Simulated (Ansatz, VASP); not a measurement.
# AlNi: VASP beside Ansatz

INCAR

```
SYSTEM = AlNi
PREC = Accurate
ENCUT = 520
EDIFF = 1E-6
ISMEAR = 0
SIGMA = 0.15
LREAL = .FALSE.
LASPH = .TRUE.
NELM = 80
ALGO = Fast
ISIF = 2
LWAVE = .FALSE.
LCHARG = .TRUE.
GGA = PS
LELF = .TRUE.
LVHAR = .TRUE.
NBANDS = 14
```

KPOINTS

```
regular mesh
0
G
  16 16 16
  0 0 0
```

POSCAR

```
AlNi
1.0
    2.8618233745      0.0000000000      0.0000000000
    0.0000000000      2.8618233745      0.0000000000
    0.0000000000      0.0000000000      2.8618233745
Al Ni
1 1
Direct
   -0.0265564957     -0.0199173717      0.0000000000
    0.5122081036      0.5091560777      0.5000000000
```

Input for Ansatz:

```yaml
crystal:
  lattice:
    - [2.8618233745, 0.0, 0.0]
    - [0.0, 2.8618233745, 0.0]
    - [0.0, 0.0, 2.8618233745]
  atoms:
    - { symbol: Al, position: [-0.0265564957, -0.0199173717, 0.0] }
    - { symbol: Ni, position: [0.5122081036, 0.5091560777, 0.5] }
basis:
  ecutwfc: 520.0
kpoints:
  mp_grid: { grid: [16, 16, 16] }
hamiltonian:
  xc: pbesol
  pseudopotentials: { kind: paw, azcp: { folder: soft_1 } }
scf:
  occupations: { method: gaussian, width: 0.15 }
output:
  forces: true
  stress: true
  eigenvalues: true
```

Change from the starting cell: mode 4 frozen in at -0.076 Å and mode 5 at -0.057 Å (largest displacements).

Alike in both runs: task single point; functional PBEsol; k mesh 16 × 16 × 16; occupations gaussian, width 0.15 eV; no spin polarisation.

|  | VASP | Ansatz |
| --- | --- | --- |
| version | VASP 6.6.1 | Ansatz 0.2.0 |
| potentials or method | VASP PAW PBE potentials, release 64 (Al, Ni), cutoff 520 eV | scalar-relativistic, plane waves, PAW |
| valence electrons in the cell | 13 | 21 |

Ansatz gave:

| Item | Value |
| --- | --- |
| gap on the k mesh at the Fermi level (eV) | none |
| pressure (GPa) | 1.4 |
| traceless stress, the component that is largest in VASP (GPa) | 1.40 |
| rms of the force components (eV/Å) | 0.512 |

Which values does VASP return?

gap on the k mesh at the Fermi level (eV): none; pressure (GPa): 1.7; traceless stress, the component that is largest in VASP (GPa): 1.41; rms of the force components (eV/Å): 0.516.

VASP's potentials were made for PBE, not for PBEsol, and Ansatz warns of the same on its side. Atom by atom the forces differ by 0.004 eV/Å (rms over components). A gap of «none» marks a metal or a gap that the smearing closes. The functional is the same, so the differences come from potentials, cutoffs and numerics. VASP's potentials hold 13 valence electrons a cell and Ansatz's 21, so a difference there can come from the potentials and not from the codes.
